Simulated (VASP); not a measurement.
Runs of VASP 6.6.1 on Na. The structure is that of space group P6_3/mmc (No. 194), or close to it. The cells are those of the table. This isn't the form of Na at room conditions, which is bcc.

```csv
cell,gap on the mesh (eV),pressure (GPa)
"a = 3.749, b = 3.749, c = 12.702 Å, angles 90.0, 90.0, 120.0°, 4 atoms",none,(b)
"a = 3.773, b = 3.773, c = 12.783 Å, angles 90.0, 90.0, 120.0°, 4 atoms",none,-0.5
"a = 3.650, b = 3.650, c = 12.368 Å, angles 90.0, 90.0, 120.0°, 4 atoms",none,(a)
"a = 3.625, b = 3.625, c = 12.281 Å, angles 90.0, 90.0, 120.0°, 4 atoms",none,0.4
"a = 3.676, b = 3.676, c = 12.453 Å, angles 90.0, 90.0, 120.0°, 4 atoms",none,0.0
```

Alike in all rows: task single point; level PBEsol; potentials or basis VASP PAW PBE potentials, release 64 (Na_pv); no spin polarisation; k mesh 8 × 8 × 3; cutoff (eV) 520; smearing fermi-dirac 0.05 eV.

**Question.** Fill in the values left out.

**Answer.** (a) 0.2; (b) -0.4.

Caveats: the PAW data sets were made with another functional, which shifts forces and pressure a little.

A gap of «none» marks levels without a gap at the run's occupations.
